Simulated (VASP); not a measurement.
A run of VASP 6.6.1 is set up as follows.

The input INCAR:

```
SYSTEM = BN
PREC = Accurate
ENCUT = 520
EDIFF = 1E-6
ISMEAR = 0
SIGMA = 0.05
LREAL = .FALSE.
LASPH = .TRUE.
NELM = 80
ALGO = Normal
ISIF = 2
LWAVE = .FALSE.
LCHARG = .FALSE.
GGA = PS
NBANDS = 16
```

KPOINTS

```
Automatic mesh
0
G
  12 12 4
  0 0 0
```

POSCAR

```
BN
1.0
    2.4835890589      0.0000000000      0.0000000000
   -1.2417945295      2.1508512176      0.0000000000
    0.0000000000      0.0000000000      6.9773834347
B N
2 2
Direct
    0.3333333333      0.6666666667      0.2500000000
    0.6666666667      0.3333333333      0.7500000000
    0.3333333333      0.6666666667      0.7500000000
    0.6666666667      0.3333333333      0.2500000000
```

Potentials or basis: VASP PAW PBE potentials, release 64 (B, N).

Command:

```bash
$ cat potpaw_PBE.64/B/POTCAR potpaw_PBE.64/N/POTCAR > POTCAR
$ mpirun -np 1 vasp_std > vasp.out
```

**Question.** Estimate the pressure.

**Answer.** 6.3 GPa.

**Question.** What does it give for the band gap on the k mesh?

**Answer.** 4.29 eV, indirect (least direct gap 4.66 eV).

Stress tensor (GPa, compression positive):
```
 9.41  0.00  0.00
 0.00  9.41  0.00
 0.00  0.00 -0.03
```

Caveat: the PAW data sets were made with another functional, which shifts forces and pressure a little; this functional lacks dispersion, which binds the layers, so the pressure and a relaxed spacing across them are unreliable. A k mesh can miss the band edges.
